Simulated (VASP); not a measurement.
Wanted: the native input for a VASP 6.6.1 run.

| Property | Result |
| --- | --- |
| Task | electric field gradients |
| Functional | PBEsol |
| Potentials or basis | VASP PAW PBE potentials, release 64 (Rb_sv, Br) |
| Cutoff | 520 eV |
| k mesh | 7 × 7 × 7 |
| Occupations | fermi-dirac, width 0.03 eV |
| Spin | no spin polarisation |
| Dipole correction | no |
| Further INCAR settings | ALGO = Normal; EDIFF = 1e-08; NBANDS = 15 |

The structure of RbBr lies in POSCAR:

```
RbBr
1.0
    3.3805828960      0.0000000000      0.0000000000
    0.0000000000      3.3805828960      0.0000000000
    0.0000000000      0.0000000000      3.3805828960
Rb Br
1 1
Direct
    0.0000000000      0.0000000000      0.0000000000
    0.5000000000      0.5000000000      0.5000000000
```

This cell differs from its parent crystal: volume scaled by 0.55.

One way to write it, as run:

INCAR

```
SYSTEM = RbBr
  PREC = Accurate
  ENCUT = 520
  EDIFF = 1E-8
  ISMEAR = -1
  SIGMA = 0.03
  LREAL = .FALSE.
  LASPH = .TRUE.
  NELM = 60
  ALGO = Normal
  ISIF = 2
  LWAVE = .FALSE.
  LCHARG = .FALSE.
  GGA = PS
  LEFG = .TRUE.
  NBANDS = 15
```

KPOINTS

```
Automatic mesh
0
G
  7 7 7
  0 0 0
```

Potentials or basis: VASP PAW PBE potentials, release 64 (Rb_sv, Br).

Launch:

```console
$ cat potpaw_PBE.64/Rb_sv/POTCAR potpaw_PBE.64/Br/POTCAR > POTCAR
$ mpirun -np 1 vasp_std > vasp.out
```

Results of the run:

| Quantity | Value |
| --- | --- |
| Pressure | 39.6 GPa |
| Band gap on the k mesh | 3.56 eV, direct |

Caveat: without QUAD_EFG the Cq values of the log hold for a quadrupole moment of 1 mb, not for the nuclei; the PAW data sets were made with another functional, which shifts forces and pressure a little.

Run time: 13 s on 1 thread of Intel(R) Xeon(R) Platinum 8259CL CPU @ 2.50GHz (Skylake/Cascade Lake), on a shared host, peak memory 0.15 GiB.
